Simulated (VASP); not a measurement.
Wanted: the native input for a VASP 6.6.1 run.

| Property | Result |
| --- | --- |
| Task | single point |
| Functional | PBE |
| Potentials or basis | VASP PAW PBE potentials, release 64 (Si, C) |
| Cutoff | 520 eV |
| k mesh | 10 × 10 × 10 |
| Occupations | gaussian, width 0.05 eV |
| Spin | no spin polarisation |
| Dipole correction | no |
| Further INCAR settings | ALGO = Normal; EDIFF = 1e-07; NBANDS = 11 |

The structure of SiC lies in POSCAR:

```
SiC
1.0
    0.0000000000      2.2924592254      2.2924592254
    2.1898640927      0.1025951327      2.1898640927
    2.1898640927      2.1898640927      0.1025951327
Si C
1 1
Direct
    0.0000000000      0.0000000000      0.0000000000
    0.7500000000      0.7500000000      0.7500000000
```

This cell differs from its parent crystal: strain +0.0937 x Voigt [0, 0, 0, 1, 0, 0].

The input as run:

INCAR

```
ALGO = Normal
EDIFF = 1E-7
ENCUT = 520
GGA = PE
ISIF = 2
ISMEAR = 0
LASPH = T
LCHARG = F
LREAL = F
LWAVE = F
NBANDS = 11
NELM = 60
PREC = Accurate
SIGMA = 0.05
```

KPOINTS

```
k-points
0
Gamma
  10 10 10
```

Potentials or basis: VASP PAW PBE potentials, release 64 (Si, C).

Launch:

```bash
$ cat potpaw_PBE.64/Si/POTCAR potpaw_PBE.64/C/POTCAR > POTCAR
$ mpirun -np 1 vasp_std > vasp.out
```

It gave:

| Item | Value |
| --- | --- |
| Pressure | 2.4 GPa |
| Largest force | 0.731 eV/Å |
| Band gap on the k mesh | 0.78 eV, indirect (least direct gap 3.48 eV) |

Caveat: the cell differs from its parent crystal (strain +0.0937 x Voigt [0, 0, 0, 1, 0, 0]).

Run time: 15 s on 1 thread of Intel(R) Xeon(R) Platinum 8488C (Sapphire Rapids), with other jobs on the host, peak memory 0.15 GiB.
